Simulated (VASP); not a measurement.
# AlH5 (P-1) in VASP: single point with PBE

Aim: the single point of AlH5 with PBE.

All numbers are computed with VASP 6.6.1; they aren't measurements. Logs are shortened: lines on timing, memory, paths and dates and some standing lists are left out, and cuts for length are marked.

**1. The cell of the first run**

The typed cell holds 12 atoms: a = 3.513 Å, b = 3.524 Å, c = 7.017 Å, α = 89.96°, β = 90.00°, γ = 89.79°.

**2. Single point, PBE**

Contents of POSCAR:

```
AlH5
1.0
    3.5127031658      0.0010626629     -0.0003254087
    0.0117230566      3.5238220893     -0.0020412662
    0.0001698546      0.0091228058      7.0166037547
Al H
2 10
Direct
    0.5091333337      0.5054953157      0.7499971376
    0.4908666663      0.4945046843      0.2500028624
    0.0053712606      0.4991625237      0.7498616172
    0.9946287394      0.5008374763      0.2501383828
    0.4974107590      0.0033469115      0.7501724139
    0.5025892410      0.9966530885      0.2498275861
    0.0714440804      0.0315722668      0.9637946480
    0.0636899225      0.0440023613      0.5365446101
    0.5000000000      0.5000000000      0.0000000000
    0.5000000000      0.5000000000      0.5000000000
    0.9285559196      0.9684277332      0.0362053520
    0.9363100775      0.9559976387      0.4634553899
```

Contents of INCAR.step1:

```
ALGO = Normal
EDIFF = 1E-7
ENCUT = 520
GGA = PE
ISIF = 2
ISMEAR = 0
LASPH = T
LCHARG = T
LREAL = F
LWAVE = F
NBANDS = 20
NELM = 80
PREC = Accurate
SIGMA = 0.01
```

Contents of KPOINTS.step1:

```
k-points
0
Gamma
  10 10 6
```

Contents of INCAR.step2:

```
ALGO = Normal
EDIFF = 1E-7
ENCUT = 520
GGA = PE
ICHARG = 11
ISIF = 2
ISMEAR = -5
LASPH = T
LCHARG = F
LORBIT = 11
LREAL = F
LWAVE = F
NBANDS = 20
NEDOS = 1001
NELM = 80
PREC = Accurate
SIGMA = 0.01
```

Contents of KPOINTS.step2:

```
k-points
0
Gamma
  15 15 9
```

Potentials or basis: VASP PAW PBE potentials, release 64 (Al, H).

Started as:

```
$ cat potpaw_PBE.64/Al/POTCAR potpaw_PBE.64/H/POTCAR > POTCAR
$ cp INCAR.step1 INCAR
$ cp KPOINTS.step1 KPOINTS
$ mpirun -np 1 vasp_std > vasp.out
$ cp INCAR.step2 INCAR
$ cp KPOINTS.step2 KPOINTS
$ mpirun -np 1 vasp_std > vasp.out
```

OUTCAR:

```text
EDIFF = 1E-7
   ENCUT = 520
   GGA = PE
   ICHARG = 11
   ISIF = 2
   ISMEAR = -5
   LASPH = T
   LORBIT = 11
   LREAL = F
   NELM = 80
   PREC = Accurate

 ion  position               nearest neighbor table
   1  0.509  0.505  0.750-   3 1.74  10 1.75   9 1.75   5 1.75   3 1.77   5 1.77
   2  0.491  0.495  0.250-   4 1.74  10 1.75   9 1.75   6 1.75   4 1.77   6 1.77
   3  0.005  0.499  0.750-   1 1.74   1 1.77
   4  0.995  0.501  0.250-   2 1.74   2 1.77
   5  0.497  0.003  0.750-   1 1.75   1 1.77
   6  0.503  0.997  0.250-   2 1.75   2 1.77
   7  0.071  0.032  0.964-  11 0.75
   8  0.064  0.044  0.537-  12 0.75
   9  0.500  0.500  0.000-   1 1.75   2 1.75
  10  0.500  0.500  0.500-   1 1.75   2 1.75
  11  0.929  0.968  0.036-   7 0.75
  12  0.936  0.956  0.463-   8 0.75

  LATTYP: Found a triclinic cell.
 ALAT       =     4.9665580280
 B/A-ratio  =     0.7072711769
 C/A-ratio  =     1.4127711078
 COS(alpha) =     0.0000680368
 COS(beta)  =     0.0005596613
 COS(gamma) =     0.7046960994

  Lattice vectors:

 A1 = (  -3.5009801092,   3.5227594264,  -0.0017158575)
 A2 = (  -3.5127031658,  -0.0010626629,   0.0003254087)
 A3 = (   0.0001698546,   0.0091228058,   7.0166037547)

Analysis of symmetry for initial positions (statically):
=====================================================================
 Subroutine PRICEL returns:
 Original cell was already a primitive cell.

 Routine SETGRP: Setting up the symmetry group for a
 triclinic supercell.

 Subroutine GETGRP returns: Found  2 space group operations
 (whereof  2 operations were pure point group operations)
 out of a pool of  2 trial point group operations.

The static configuration has the point symmetry S_2 .

Analysis of symmetry for dynamics (positions and initial velocities):
=====================================================================
 Subroutine PRICEL returns:
 Original cell was already a primitive cell.

 Routine SETGRP: Setting up the symmetry group for a
 triclinic supercell.

 Subroutine GETGRP returns: Found  2 space group operations
 (whereof  2 operations were pure point group operations)
 out of a pool of  2 trial point group operations.

The dynamic configuration has the point symmetry S_2 .

 Subroutine INISYM returns: Found  2 space group operations
 (whereof  2 operations are pure point group operations),
 and found     1 'primitive' translations

----------------------------------------------------------------------------------------

                                     Primitive cell

  volume of cell :      86.8525

  direct lattice vectors                    reciprocal lattice vectors
     3.512703166  0.001062663 -0.000325409     0.284681329 -0.000947082 -0.000005660
     0.011723057  3.523822089 -0.002041266    -0.000085884  0.283782844 -0.000368965
     0.000169855  0.009122806  7.016603755     0.000013178  0.000082514  0.142518985

  length of vectors
     3.512703342  3.523842181  7.016609687     0.284682904  0.283783097  0.142519009

  position of ions in fractional coordinates (direct lattice)
     0.509133334  0.505495316  0.749997138
     0.490866666  0.494504684  0.250002862
     0.005371261  0.499162524  0.749861617
     0.994628739  0.500837476  0.250138383
     0.497410759  0.003346912  0.750172414
     0.502589241  0.996653088  0.249827586
     0.071444080  0.031572267  0.963794648
     0.063689922  0.044002361  0.536544610
     0.500000000  0.500000000  1.000000000
     0.500000000  0.500000000  0.500000000
     0.928555920  0.968427733  0.036205352
     0.936310077  0.955997639  0.463455390

  ion indices of the primitive-cell ions
   primitive index   ion index
                 1           1
                 2           2
                 3           3
                 4           4
                 5           5
                 6           6
                 7           7
                 8           8
                 9           9
                10          10
                11          11
                12          12

----------------------------------------------------------------------------------------

 KPOINTS: k-points

Automatic generation of k-mesh.
 Grid dimensions read from file:
 generate k-points for:   15   15    9

 Generating k-lattice:

  Cartesian coordinates                     Fractional coordinates (reciprocal lattice)
     0.018978755 -0.000063139 -0.000000377     0.066666667 -0.000000000 -0.000000000
    -0.000005726  0.018918856 -0.000024598     0.000000000  0.066666667  0.000000000
     0.000001464  0.000009168  0.015835443     0.000000000  0.000000000  0.111111111

  Length of vectors
     0.018978860  0.018918873  0.015835445

  Shift w.r.t. Gamma in fractional coordinates (k-lattice)
     0.000000000  0.000000000  0.000000000

 TETIRR: Found   6072 inequivalent tetrahedra from    12150

 Subroutine IBZKPT returns following result:
 ===========================================

 Found   1013 irreducible k-points:

 Following reciprocal coordinates:
            Coordinates               Weight
  0.000000  0.000000  0.000000      1.000000
  0.066667 -0.000000 -0.000000      2.000000
  0.133333  0.000000  0.000000      2.000000
  0.200000  0.000000  0.000000      2.000000
  0.266667  0.000000  0.000000      2.000000
  0.333333  0.000000 -0.000000      2.000000
[... 16 lines left out ...]
 -0.066667  0.066667 -0.000000      2.000000
 -0.000000  0.133333  0.000000      2.000000
 [... further k-points ...]
   k-points           NKPTS =   1013   k-points in BZ     NKDIM =   1013   number of bands    NBANDS=     20
   number of dos      NEDOS =   1001   number of ions     NIONS =     12
   total plane-waves  NPLWV =  42336
   dimension x,y,z NGX =    28 NGY =   28 NGZ =   54
   dimension x,y,z NGXF=    56 NGYF=   56 NGZF=  108
   ions per type =               2  10
   NGX,Y,Z   is equivalent  to a cutoff of  13.25, 13.21, 12.79 a.u.
   NGXF,Y,Z  is equivalent  to a cutoff of  26.50, 26.42, 25.59 a.u.
 SYSTEM =  unknown system
   PREC   = accura    normal or accurate (medium, high low for compatibility)
   ISTART =      0    job   : 0-new  1-cont  2-samecut
   ICHARG =     11    charge: 1-file 2-atom 10-const
   ISPIN  =      1    spin polarized calculation?
   LNONCOLLINEAR =      F non collinear calculations
   LSORBIT =      F    spin-orbit coupling
   LASPH  =      T    aspherical Exc in radial PAW
   ENCUT  =  520.0 eV  38.22 Ry    6.18 a.u.   6.53  6.55 13.05*2*pi/ulx,y,z
   NELM   =     80;   NELMIN=  2; NELMDL=  0     # of ELM steps
   EDIFF  = 0.1E-06   stopping-criterion for ELM
   LREAL  =      F    real-space projection
   EDIFFG = 0.1E-05   stopping-criterion for IOM
   NSW    =      0    number of steps for IOM
   IBRION =     -1    ionic relax: 0-MD 1-quasi-New 2-CG
   NFREE  =      0    steps in history (QN), initial steepest desc. (CG)
   ISIF   =      2    stress and relaxation
   ISYM   =      2    0-nonsym 1-usesym 2-fastsym
   POTIM  = 0.5000    time-step for ionic-motion
   TEBEG  =    0.0;   TEEND  =   0.0 temperature during run
   PSTRESS=    0.0 pullay stress
   NELECT =      16.0000    total number of electrons
   NUPDOWN=      -1.0000    fix difference up-down
   EMIN   =  10.00;   EMAX   =-10.00  energy-range for DOS
   EFERMI =   0.00;   METHOD = LEGACY
   ISMEAR =    -5;   SIGMA  =   0.01  broadening in eV -4-tet -1-fermi 0-gaus
   EFERMI_NEDOS =   21; number of points for ismear=-14 and -15
   IALGO  =     38    algorithm
   IMIX   =      4    mixing-type and parameters
     AMIX     =   0.40;   BMIX     =  1.00
     AMIX_MAG =   1.60;   BMIX_MAG =  1.00
  volume/ion in A,a.u.               =       7.24        48.84
  Fermi-wavevector in a.u.,A,eV,Ry     =   0.931510  1.760298 11.805917  0.867710
  Thomas-Fermi vector in A             =   2.058011
   LORBIT       =     11    0 simple, 1 ext, 2 COOP (PROOUT), +10 PAW based schemes
   GGA     = PE    functional components
   LHFCALC =     F    Hartree Fock is set to
   AEXX    =    0.0000 exact exchange contribution
   IVDW    =     0    specifies the selected vdW correction
   LEPSILON=     F    determine dielectric tensor
   LRPA    =     F    only Hartree local field effects (RPA)
 non-spin polarized calculation
 Fermi weights with tetrahedron method with Bloechl corrections
  energy-cutoff  :      520.00
  volume of cell :       86.85
 maximum number of plane-waves:      2370
 NGX is ok and might be reduce to    28

 number of electron      16.0000002 magnetization

 Free energy of the ion-electron system (eV)
  ---------------------------------------------------
  ext. energy  EPLUGINS =         0.00000000
  ---------------------------------------------------
  free energy    TOTEN  =       -40.41740247 eV

  energy without entropy =      -40.41740247  energy(sigma->0) =      -40.41740247

 E-fermi :   0.6605     XC(G=0):  -8.7618

 val. band max:        0.6581234492   @ k =  -0.0000   0.4667  -0.0000
 cond. band min:       1.0059642436   @ k =   0.4667   0.4667   0.0000
 fundamental gap:      0.3478407944
 Fermi energy:         0.6604583558

 k-point     1 :       0.0000    0.0000    0.0000
  band No.  band energies     occupation
      1      -8.5983      2.00000
      2      -6.0988      2.00000
      3      -5.8655      2.00000
      4      -2.2826      2.00000
      5      -0.9785      2.00000
      6       0.2976      2.00000
[... 12 lines left out ...]
     19      13.8046      0.00000
     20      14.8697      0.00000

 k-point     2 :       0.0667   -0.0000   -0.0000
  band No.  band energies     occupation
      1      -8.5504      2.00000
      2      -6.0516      2.00000
      3      -5.8273      2.00000
      4      -2.3269      2.00000
      5      -1.0381      2.00000
      6       0.1075      2.00000
[... 12 lines left out ...]
     19      13.5708      0.00000
     20      14.6313      0.00000

 k-point     3 :       0.1333    0.0000    0.0000
  band No.  band energies     occupation
      1      -8.4067      2.00000
      2      -5.9107      2.00000
      3      -5.7136      2.00000
      4      -2.4949      2.00000
      5      -1.2139      2.00000
      6      -0.3281      2.00000
[... 12 lines left out ...]
     19      13.7081      0.00000
     20      14.1602      0.00000

 k-point     4 :       0.2000    0.0000    0.0000
  band No.  band energies     occupation
      1      -8.1684      2.00000
      2      -5.6784      2.00000
      3      -5.5279      2.00000
      4      -2.8687      2.00000
      5      -1.4950      2.00000
      6      -0.7137      2.00000
[... 429 lines left out ...]
 k-point    23 :      -0.0667    0.0667   -0.0000
  band No.  band energies     occupation
      1      -8.5031      2.00000
      2      -6.0039      2.00000
      3      -5.7914      2.00000
      4      -2.3685      2.00000
      5      -1.0862      2.00000
      6       0.0025      2.00000
[... 12 lines left out ...]
     19      13.5957      0.00000
     20      14.3936      0.00000

 k-point    24 :      -0.0000    0.1333    0.0000
  band No.  band energies     occupation
      1      -8.4082      2.00000
      2      -5.9109      2.00000
      3      -5.7167      2.00000
      4      -2.5272      2.00000
      5      -1.2160      2.00000
      6      -0.2845      2.00000
[... 12 lines left out ...]
     19      13.6585      0.00000
     20      14.2172      0.00000

 [... further k-points ...]
[... 5 lines left out ...]
  --------------------------------------------------------------------------------------
  -------------------------------------------------------------------------------------
  Total       -0.1512603     -0.1411488     -0.1471265     -0.0034204     -0.0051073     -0.0028846
  in kB       -2.7903150     -2.6037881     -2.7140594     -0.0630973     -0.0942154     -0.0532134
  external PRESSURE =      -2.7027208 kB  Pullay stress =       0.0000000 kB

 VOLUME and BASIS-vectors are now :
 -----------------------------------------------------------------------------
  energy-cutoff  :      520.00
  volume of cell :       86.85
      direct lattice vectors                 reciprocal lattice vectors
     3.512703166  0.001062663 -0.000325409     0.284681329 -0.000947082 -0.000005660
     0.011723057  3.523822089 -0.002041266    -0.000085884  0.283782844 -0.000368965
     0.000169855  0.009122806  7.016603755     0.000013178  0.000082514  0.142518985

 POSITION                                       TOTAL-FORCE (eV/Angst)
 -----------------------------------------------------------------------------------
      1.79449      1.78866      5.26124         0.001180      0.001672      0.000688
      1.73011      1.74535      1.75300        -0.001180     -0.001672     -0.000688
      0.02485      1.76581      5.26046        -0.000682     -0.001074      0.000105
      3.49975      1.76820      1.75378         0.000682      0.001074     -0.000105
      1.74742      0.01917      5.26349        -0.000816     -0.000781     -0.000143
      1.77717      3.51484      1.75074         0.000816      0.000781      0.000143
      0.25150      0.12012      6.76248        -0.001746      0.000271      0.001128
      0.22433      0.16002      3.76461        -0.005405     -0.003775     -0.007069
      1.76221      1.76244     -0.00118        -0.000000     -0.000000     -0.000000
      1.76230      1.76700      3.50712        -0.000000     -0.000000     -0.000000
      3.27310      3.41388      0.25176         0.001746     -0.000271     -0.001128
      3.30027      3.37399      3.24963         0.005405      0.003775      0.007069
 -----------------------------------------------------------------------------------
    total drift:                                0.000000     -0.000000     -0.000000

  FREE ENERGIE OF THE ION-ELECTRON SYSTEM (eV)
  ---------------------------------------------------
  free  energy   TOTEN  =       -40.4174024698 eV

  energy  without entropy=      -40.4174024698  energy(sigma->0) =      -40.41740247

 total charge

# of ion       s       p       d       tot
------------------------------------------
    1        0.349   0.351   0.000   0.700
    2        0.349   0.351   0.000   0.700
    3        0.589   0.004   0.000   0.593
    4        0.589   0.004   0.000   0.593
    5        0.587   0.004   0.000   0.592
    6        0.587   0.004   0.000   0.592
    7        0.615   0.032   0.000   0.647
    8        0.615   0.032   0.000   0.647
    9        0.590   0.004   0.000   0.594
   10        0.590   0.004   0.000   0.594
   11        0.615   0.032   0.000   0.647
   12        0.615   0.032   0.000   0.647
--------------------------------------------------
tot          6.691   0.855   0.000   7.546
```

It took 24 min on 1 thread of Intel Xeon 6975P-C (Granite Rapids), shared host; peak memory 1.2 GiB.

Results:

```
Valence electrons inside the program's atomic spheres : Al 0.70; H 0.59, 0.65 (each value once)
```

Levels at points of the mesh, in eV from the valence-band top:
```csv
k point,band 5,band 6,band 7,band 8,band 9,band 10,band 11,band 12
"(0.00, 0.00, 0.00)",-1.64,-0.36,-0.34,-0.01,4.48,4.58,4.85,6.27
```
